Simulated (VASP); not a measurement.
Input of a VASP 6.6.1 run:

Contents of INCAR:

```
ALGO = Normal
EDIFF = 1E-8
ENCUT = 520
GGA = PE
ISIF = 2
ISMEAR = -1
LASPH = True
LCHARG = False
LEFG = True
LREAL = False
LWAVE = False
NBANDS = 13
NELM = 100
PREC = Accurate
SIGMA = 0.08
```

Contents of KPOINTS:

```
k-points
0
Gamma
  17 17 17
```

File POSCAR:

```
Mo
1.0
    0.0000000000      1.9742159233      1.9742159233
    1.9742159233      0.0000000000      1.9742159233
    1.9742159233      1.9742159233      0.0000000000
Mo
1
Direct
    0.0000000000      0.0000000000      0.0000000000
```

Potentials or basis: VASP PAW PBE potentials, release 64 (Mo_sv).

Command:

```bash
$ cat potpaw_PBE.64/Mo_sv/POTCAR > POTCAR
$ mpirun -np 1 vasp_std > vasp.out
```

(1) What does it give for the band gap on the k mesh?

(2) What does it give for the pressure?

Results:

(1) zero (band 7 reaches 16.55 eV, above the bottom of band 8 at 11.65 eV).

(2) 11.1 GPa.

Caveat: without QUAD_EFG the Cq values of the log hold for a quadrupole moment of 1 mb, not for the nuclei.
